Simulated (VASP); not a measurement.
# NiO (Cmcm) in VASP: notebook, part 2 of 2

VASP 6.6.1. Earlier steps stand in the parts before.

### 3 Single point, PBE, collinear spin, ferromagnetic start

This run uses another cell than the first one, of 9.78 Å³/atom.

INCAR

```
SYSTEM = NiO
ALGO = Normal
EDIFF = 1E-6
ENCUT = 600
GGA = PE
GGA_COMPAT = .FALSE.
ISIF = 2
ISMEAR = 0
ISPIN = 2
LASPH = .TRUE.
LCHARG = .FALSE.
LMAXMIX = 4
LORBIT = 11
LREAL = .FALSE.
LWAVE = .FALSE.
MAGMOM = 0.88 0.88 0 0
NBANDS = 28
NELM = 200
PREC = Accurate
SIGMA = 0.1
```

KPOINTS

```
k-points
0
G
  6 6 6
  0 0 0
```

POSCAR

```
NiO
1.0
    1.4053871559     -5.0400204968      0.0000000000
    1.4053871559      5.0400204968      0.0000000000
    0.0000000000      0.0000000000      2.7602457215
Ni O
2 2
Direct
    0.8730902716      0.1269097284      0.7500000000
    0.1269097284      0.8730902716      0.2500000000
    0.6450122446      0.3549877554      0.7500000000
    0.3549877554      0.6450122446      0.2500000000
```

Potentials or basis: VASP PAW PBE potentials, release 64 (Ni, O).

Run with:

```console
> cat potpaw_PBE.64/Ni/POTCAR potpaw_PBE.64/O/POTCAR > POTCAR
> mpirun -np 1 vasp_std > vasp.out
```

OUTCAR:

```text
SYSTEM = NiO
   EDIFF = 1E-6
   ENCUT = 600
   GGA = PE
   ISIF = 2
   ISMEAR = 0
   ISPIN = 2
   LASPH = .TRUE.
   LORBIT = 11
   LREAL = .FALSE.
   NELM = 200
   PREC = Accurate

 ion  position               nearest neighbor table
   1  0.873  0.127  0.750-   4 1.98   4 1.98   4 1.98   4 1.98   3 2.30   2 2.91   2 2.91
   2  0.127  0.873  0.250-   3 1.98   3 1.98   3 1.98   3 1.98   4 2.30   1 2.91   1 2.91
   3  0.645  0.355  0.750-   2 1.98   2 1.98   2 1.98   2 1.98   1 2.30
   4  0.355  0.645  0.250-   1 1.98   1 1.98   1 1.98   1 1.98   2 2.30

  LATTYP: Found a base centered orthorhombic cell.
 ALAT       =     2.8107743118
 B/A-ratio  =     3.5862149982
 C/A-ratio  =     0.9820232489

  Lattice vectors:

 A1 = (   1.4053871559,  -5.0400204968,   0.0000000000)
 A2 = (   1.4053871559,   5.0400204968,   0.0000000000)
 A3 = (   0.0000000000,   0.0000000000,   2.7602457215)

Analysis of symmetry for initial positions (statically):
=====================================================================
 Subroutine PRICEL returns:
 Original cell was already a primitive cell.

 Routine SETGRP: Setting up the symmetry group for a
 base centered orthorhombic supercell.

 Subroutine GETGRP returns: Found  8 space group operations
 (whereof  4 operations were pure point group operations)
 out of a pool of  8 trial point group operations.

The static configuration has the point symmetry C_2h.
 The point group associated with its full space group is D_2h.

Analysis of symmetry for dynamics (positions and initial velocities):
=====================================================================
 Subroutine PRICEL returns:
 Original cell was already a primitive cell.

 Routine SETGRP: Setting up the symmetry group for a
 base centered orthorhombic supercell.

 Subroutine GETGRP returns: Found  8 space group operations
 (whereof  4 operations were pure point group operations)
 out of a pool of  8 trial point group operations.

The dynamic configuration has the point symmetry C_2h.
[... 169 lines left out ...]

 val. band max:        6.7549353037   @ k =   0.5000   0.1667   0.1667
 cond. band min:       6.7597847923   @ k =  -0.1667   0.1667   0.0000
 fundamental gap:      0.0048494886
 Fermi energy:         6.7591218028

 spin component 1

 k-point     1 :       0.0000    0.0000    0.0000
  band No.  band energies     occupation
      1     -13.4234      1.00000
      2     -12.4797      1.00000
      3       0.1560      1.00000
      4       2.7885      1.00000
      5       2.9867      1.00000
      6       3.4728      1.00000
[... 733 lines left out ...]
     27      25.0043      0.00000
     28      27.9374      0.00000

 [... further k-points ...]

 spin component 2

 k-point     1 :       0.0000    0.0000    0.0000
  band No.  band energies     occupation
      1     -13.1302      1.00000
      2     -12.1550      1.00000
      3       0.4719      1.00000
      4       3.0740      1.00000
      5       3.2785      1.00000
      6       3.7491      1.00000
[... 733 lines left out ...]
     27      25.2308      0.00000
     28      28.0724      0.00000

 [... further k-points ...]

------------------------ aborting loop because EDIFF is reached ----------------------------------------

  FORCE on cell =-STRESS in cart. coord.  units (eV):
  Direction    XX          YY          ZZ          XY          YZ          ZX
  --------------------------------------------------------------------------------------
  -------------------------------------------------------------------------------------
  Total       -0.0615859     -0.0825013     -0.0268651      0.0000000      0.0000000      0.0000000
  in kB       -2.5233985     -3.3803789     -1.1007599      0.0000000      0.0000000      0.0000000
  external PRESSURE =      -2.3348457 kB  Pullay stress =       0.0000000 kB

 VOLUME and BASIS-vectors are now :
 -----------------------------------------------------------------------------
  energy-cutoff  :      600.00
  volume of cell :       39.10
      direct lattice vectors                 reciprocal lattice vectors
     1.405387156 -5.040020497  0.000000000     0.355773851 -0.099205946  0.000000000
     1.405387156  5.040020497  0.000000000     0.355773851  0.099205946  0.000000000
     0.000000000  0.000000000  2.760245722     0.000000000  0.000000000  0.362286586

 POSITION                                       TOTAL-FORCE (eV/Angst)
 -----------------------------------------------------------------------------------
      1.40539     -3.76077      2.07018         0.000000      0.018643     -0.000000
      1.40539      3.76077      0.69006         0.000000     -0.018643      0.000000
      1.40539     -1.46173      2.07018         0.000000      0.010616     -0.000000
      1.40539      1.46173      0.69006         0.000000     -0.010616      0.000000
 -----------------------------------------------------------------------------------
    total drift:                                0.000000     -0.000000      0.000000

  FREE ENERGIE OF THE ION-ELECTRON SYSTEM (eV)
  ---------------------------------------------------
  free  energy   TOTEN  =       -22.7222193431 eV

  energy  without entropy=      -22.7079130732  energy(sigma->0) =      -22.71506621

 total charge

# of ion       s       p       d       tot
------------------------------------------
    1        0.364   0.430   8.284   9.077
    2        0.364   0.430   8.284   9.077
    3        1.563   3.399   0.000   4.961
    4        1.563   3.399   0.000   4.961
--------------------------------------------------
tot          3.853   7.657  16.568  28.078

 magnetization (x)

# of ion       s       p       d       tot
------------------------------------------
    1        0.012   0.007   0.985   1.004
    2        0.012   0.007   0.985   1.004
    3        0.018   0.158   0.000   0.177
    4        0.018   0.158   0.000   0.177
--------------------------------------------------
tot          0.060   0.331   1.970   2.361
```

stdout:

```text
POSCAR found type information on POSCAR NiO
 POSCAR found :  2 types and       4 ions
 scaLAPACK will be used
 LDA part: xc-table for (Slater+PW92), standard interpolation
 POSCAR, INCAR and KPOINTS ok, starting setup
 FFT: planning ... GRIDC
 FFT: planning ... GRID_SOFT
 FFT: planning ... GRID
 WAVECAR not read
 entering main loop
```

It took 3.7 min on 1 thread of Oxide Virtual Turin-like, shared host; peak memory 0.26 GiB.

What came out:

```yaml
Free_energy: -22.7222 eV
Pressure: -0.2 GPa
Largest_force: 0.019 eV/Å
Net_moment: 2.41 μB per cell
Site_moments: Ni +1.00; O +0.18 μB
Valence_electrons_inside_the_program's_atomic_spheres: Ni 9.08; O 4.96
```

Forces in eV/Å, atoms in the order of the input:
```
Ni   0.000  0.019  0.000
Ni   0.000 -0.019  0.000
O    0.000  0.011  0.000
O    0.000 -0.011  0.000
```

Levels at points of the mesh, in eV from the Fermi level:
Spin up:
| k point | band 13 | band 14 | band 15 | band 16 | band 17 | band 18 | band 19 | band 20 | band 21 | band 22 |
| --- | --- | --- | --- | --- | --- | --- | --- | --- | --- | --- |
| (0.00, 0.00, 0.00) | -2.51 | -1.76 | -1.67 | -1.61 | -1.36 | -1.32 | 1.68 | 7.06 | 8.36 | 14.67 |
| (0.50, 0.00, 0.00) | -1.26 | -1.17 | -0.59 | -0.20 | 1.21 | 1.22 | 4.08 | 7.17 | 9.35 | 11.57 |
| (0.50, 0.50, 0.00) | -1.75 | -1.72 | -1.71 | -1.37 | -1.30 | -1.11 | 2.87 | 5.07 | 9.89 | 13.12 |
| (0.00, 0.00, 0.50) | -1.20 | -1.20 | -0.40 | -0.40 | 1.27 | 1.27 | 6.34 | 6.34 | 9.44 | 9.44 |
| (0.50, 0.00, 0.50) | -1.56 | -1.56 | -1.30 | -1.30 | -1.20 | -1.20 | 6.55 | 6.55 | 10.89 | 10.89 |
| (0.50, 0.50, 0.50) | -1.00 | -1.00 | -0.36 | -0.36 | 1.26 | 1.26 | 4.89 | 4.89 | 10.28 | 10.28 |
Spin down:
```
           k point  band 11  band 12  band 13  band 14  band 15  band 16  band 17  band 18  band 19  band 20
(0.00, 0.00, 0.00)    -1.80    -1.07    -0.99    -0.75    -0.73    -0.70    -0.56    -0.04     2.25     7.39
(0.50, 0.00, 0.00)    -0.80    -0.68    -0.63    -0.38     0.12     0.79     2.53     2.54     4.42     7.33
(0.50, 0.50, 0.00)    -1.11    -0.99    -0.79    -0.69    -0.68    -0.59    -0.31     0.31     3.27     5.37
(0.00, 0.00, 0.50)    -0.89    -0.89    -0.58    -0.58     0.48     0.48     2.59     2.59     6.65     6.65
(0.50, 0.00, 0.50)    -1.36    -1.36    -0.63    -0.63    -0.05    -0.05     0.38     0.38     6.86     6.86
(0.50, 0.50, 0.50)    -0.70    -0.70    -0.22    -0.22     0.67     0.67     2.59     2.59     5.03     5.03
```

Caveat: the k points lie up to 0.39 Å⁻¹ apart; semilocal functionals often make such compounds metallic where correlation or magnetic order opens a gap, which also shifts bond lengths.

### 4 Relaxation of cell and atoms, PBE, collinear spin, ferromagnetic start

INCAR

```
SYSTEM = NiO
PREC = Accurate
ENCUT = 600
EDIFF = 1E-7
ISMEAR = 0
SIGMA = 0.1
LREAL = .FALSE.
LASPH = .TRUE.
NELM = 200
ALGO = Normal
ISIF = 3
LWAVE = .FALSE.
LCHARG = .FALSE.
ISPIN = 2
MAGMOM = 0.88 0.88 0 0
LORBIT = 11
LMAXMIX = 4
GGA = PE
IBRION = 2
NSW = 90
EDIFFG = -0.04
GGA_COMPAT = .FALSE.
NELMIN = 4
```

KPOINTS

```
Automatic mesh
0
G
  6 6 6
  0 0 0
```

POSCAR

```
NiO
1.0
    1.5141314069     -3.9950561784      0.0000000000
    1.5141314069      3.9950561784      0.0000000000
    0.0000000000      0.0000000000      3.0078015786
Ni O
2 2
Direct
    0.8540000000      0.1460000000      0.7500000000
    0.1460000000      0.8540000000      0.2500000000
    0.5500000000      0.4500000000      0.7500000000
    0.4500000000      0.5500000000      0.2500000000
```

Run with:

```console
> cat potpaw_PBE.64/Ni/POTCAR potpaw_PBE.64/O/POTCAR > POTCAR
> mpirun -np 1 vasp_std > vasp.out
```

Run time: 57 min. Hardware: 1 thread of Oxide Virtual Turin-like, shared host; peak memory 0.23 GiB.

Results (log left out):

* Free energy: -22.5971 eV
* Relaxed volume: 9.42 Å³/atom
* Relaxed cell: a = 5.174 Å, b = 5.174 Å, c = 2.714 Å, α = 90.00°, β = 90.00°, γ = 148.76°
* Space group after relaxing (to 0.1 Å): Cmcm (No. 63)
* Energy gained by relaxing: 1360.7 meV/atom
* Ionic steps: 27
* Pressure after relaxing: 0.3 GPa
* Band gap on the k mesh: zero (filled and empty bands overlap)
* Net moment: 0.00 μB per cell
* Valence electrons inside the program's atomic spheres: Ni 9.16; O 4.96

Stress tensor (GPa, compression positive):
```
-0.02  0.00  0.00
 0.00  0.57  0.00
 0.00  0.00  0.47
```

Step by step:
| step | energy change (eV) | largest force (eV/Å) | pressure (GPa) | volume (Å³) |
| --- | --- | --- | --- | --- |
| 1 | 0.0000 | 3.4301 | 24.92 | 36.39 |
| 2 | -1.6169 | 2.8170 | -20.73 | 44.10 |
| 3 | -1.6263 | 2.7501 | -22.10 | 44.63 |
| 4 | -3.3993 | 1.4480 | -16.01 | 40.29 |
| 5 | -3.5298 | 1.6519 | -7.67 | 38.97 |
| 6 | -3.5316 | 1.4610 | -9.38 | 39.19 |
| 7 | -3.9532 | 1.7081 | 1.33 | 35.94 |
| 8 | -4.0818 | 1.4195 | 16.49 | 33.26 |
| 9 | -4.2552 | 1.2434 | 15.71 | 33.12 |
| 10 | -4.3546 | 1.5714 | 17.20 | 32.88 |
| 11 | -4.5795 | 1.2300 | 5.87 | 34.34 |
| 12 | -4.7130 | 0.8051 | -10.00 | 37.34 |
| 13 | -4.8904 | 0.6375 | -8.06 | 37.13 |
| 14 | -5.2251 | 0.5098 | 3.01 | 36.30 |
| 15 | -5.2328 | 0.8870 | 8.18 | 35.96 |
| 16 | -5.3171 | 0.9696 | 4.50 | 37.13 |
| 17 | -5.3179 | 0.9972 | 3.95 | 37.36 |
| 18 | -5.3799 | 0.6256 | -0.74 | 37.99 |
| 19 | -5.3973 | 0.3265 | -4.52 | 38.58 |
| 20 | -5.4289 | 0.1287 | -0.60 | 37.81 |
| 21 | -5.4306 | 0.1818 | 0.59 | 37.60 |
| 22 | -5.4341 | 0.1454 | 0.16 | 37.66 |
| 23 | -5.4385 | 0.0709 | -0.77 | 37.82 |
| 24 | -5.4387 | 0.0662 | -0.95 | 37.86 |
| 25 | -5.4411 | 0.0561 | 0.52 | 37.63 |
| 26 | -5.4412 | 0.0559 | 0.83 | 37.58 |
| 27 | -5.4428 | 0.0018 | 0.34 | 37.69 |

Final structure:
```
Ni O
1.0
     1.39326   -4.98311    0.00000
     1.39326    4.98311    0.00000
     0.00000    0.00000    2.71419
Ni O
2 2
Direct
  0.87885 0.12115 0.75000
  0.12115 0.87885 0.25000
  0.64619 0.35381 0.75000
  0.35381 0.64619 0.25000
```

Levels at points of the mesh, in eV from the Fermi level:
Spin up:
| k point | band 13 | band 14 | band 15 | band 16 | band 17 | band 18 | band 19 | band 20 |
| --- | --- | --- | --- | --- | --- | --- | --- | --- |
| (0.00, 0.00, 0.00) | -1.52 | -1.20 | -1.17 | -0.67 | -0.61 | -0.58 | 2.21 | 7.67 |
| (0.50, 0.00, 0.00) | -0.79 | -0.77 | -0.15 | 0.39 | 1.93 | 1.94 | 4.12 | 7.48 |
| (0.50, 0.50, 0.00) | -1.20 | -1.20 | -1.01 | -0.71 | -0.56 | -0.02 | 3.15 | 5.79 |
| (0.00, 0.00, 0.50) | -0.74 | -0.74 | 0.22 | 0.22 | 2.01 | 2.01 | 6.51 | 6.51 |
| (0.50, 0.00, 0.50) | -0.79 | -0.79 | -0.56 | -0.56 | -0.19 | -0.19 | 7.10 | 7.10 |
| (0.50, 0.50, 0.50) | -0.48 | -0.48 | 0.17 | 0.17 | 2.01 | 2.01 | 5.04 | 5.04 |
Spin down:
```tsv
k point	band 13	band 14	band 15	band 16	band 17	band 18	band 19	band 20
(0.00, 0.00, 0.00)	-1.52	-1.20	-1.17	-0.67	-0.61	-0.58	2.21	7.67
(0.50, 0.00, 0.00)	-0.79	-0.77	-0.15	0.39	1.93	1.94	4.12	7.48
(0.50, 0.50, 0.00)	-1.20	-1.20	-1.01	-0.71	-0.56	-0.02	3.15	5.79
(0.00, 0.00, 0.50)	-0.74	-0.74	0.22	0.22	2.01	2.01	6.51	6.51
(0.50, 0.00, 0.50)	-0.79	-0.79	-0.56	-0.56	-0.19	-0.19	7.10	7.10
(0.50, 0.50, 0.50)	-0.48	-0.48	0.18	0.18	2.01	2.01	5.04	5.04
```

Caveat: the k points lie up to 0.39 Å⁻¹ apart in the final cell, too coarse for converged energies and pressures of a metal; the moments typed at the start vanished in this run; a cell axis changed by over 15 % at a fixed basis, so the end point is rough; semilocal functionals often make such compounds metallic where correlation or magnetic order opens a gap, which also shifts bond lengths.

### 5 Summary

| task | cell | gap on the mesh (eV) | pressure (GPa) | moment (μB) | largest force (eV/Å) |
| --- | --- | --- | --- | --- | --- |
| single point | a = 4.272, b = 4.272, c = 3.008 Å, angles 90.0, 90.0, 138.5°, 4 atoms, atomic positions A | none | 24.9 | 1.69 | 3.43 |
| single point | a = 5.232, b = 5.232, c = 2.760 Å, angles 90.0, 90.0, 148.8°, 4 atoms, atomic positions B | none | -0.2 | 2.41 | 0.02 |
| relaxation of cell and atoms | relaxed from a = 4.272, b = 4.272, c = 3.008 Å, angles 90.0, 90.0, 138.5°, 4 atoms, atomic positions A | none | 0.3 | 0.00 | - |

Alike in all rows: level PBE; potentials or basis VASP PAW PBE potentials, release 64 (Ni, O); spin collinear, ferromagnetic start; k mesh 6 × 6 × 6; cutoff (eV) 600; smearing gaussian 0.1 eV.

Caveats: all runs use coarse meshes; semilocal functionals often make such compounds metallic where correlation or magnetic order opens a gap, which also shifts bond lengths; forces of over 1 eV/Å act on the atoms, so gaps and moduli don't describe the material at rest (at least some runs); the moments typed at the start vanished in this run (at least some runs); a cell axis changed by over 15 % at a fixed basis, so the end point is rough (at least some runs).

Total energies depend on the potentials used, so only differences within one code and one set of settings carry meaning.
